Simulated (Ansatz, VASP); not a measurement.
This is a calculation of CdSe for VASP 6.6.1.

File INCAR:

```
PREC = Accurate
ENCUT = 520
EDIFF = 1E-7
ISMEAR = 0
SIGMA = 0.016
LREAL = False
LASPH = True
NELM = 100
ALGO = Normal
ISIF = 2
LWAVE = False
LCHARG = False
GGA = PE
NBANDS = 16
```

File KPOINTS:

```
Automatic mesh
0
Gamma
  8 8 8
```

Contents of POSCAR:

```
CdSe
1.0
    0.0000000000      3.0702711986      3.0702711986
    3.0702711986      0.0000000000      3.0702711986
    3.0702711986      3.0702711986      0.0000000000
Cd Se
1 1
Direct
    0.0000000000      0.0000000000      0.0000000000
    0.2500000000      0.2500000000      0.2500000000
```

Potentials or basis: VASP PAW PBE potentials, release 64 (Cd, Se).

Launch:

```sh
$ cat potpaw_PBE.64/Cd/POTCAR potpaw_PBE.64/Se/POTCAR > POTCAR
$ mpirun -np 1 vasp_std > vasp.out
```

Task: Translate it to Ansatz 0.2.0. Potentials there: all-electron LAPW, scalar-relativistic.

Result: As run (the cutoff follows the program's own potentials):

Contents of input.yaml:

```yaml
crystal:
  lattice:
    - [0.0, 3.0702711986, 3.0702711986]
    - [3.0702711986, 0.0, 3.0702711986]
    - [3.0702711986, 3.0702711986, 0.0]
  atoms:
    - { symbol: Cd, position: [0.0, 0.0, 0.0] }
    - { symbol: Se, position: [0.25, 0.25, 0.25] }
kpoints:
  mp_grid: { grid: [8, 8, 8] }
scf:
  occupations: { method: gaussian, width: 0.016 }
hamiltonian:
  xc: pbe
  pseudopotentials: { kind: all_electron, lapw: { basis_error: 0.001 } }
output:
  forces: true
  stress: true
  eigenvalues: true
```

Potentials or basis: all-electron LAPW, scalar-relativistic.

Command:

```bash
$ ansatz run input.yaml --threads 1 --pin off --max-ram 3072MiB --backend cpu --events-out ev --progress --plain --runs-dir out
```

Both were run:

|  | VASP | Ansatz | Ansatz less VASP |
| --- | --- | --- | --- |
| gap on the k mesh at the Fermi level (eV) | 0.55 | 0.55 | +0.001 |
| least direct gap on the mesh (eV) | 0.55 | 0.55 | +0.001 |
| pressure (GPa) | 1.6 | 1.3 | -0.26 |

Ansatz ran all-electron here, and VASP with PAW potentials.
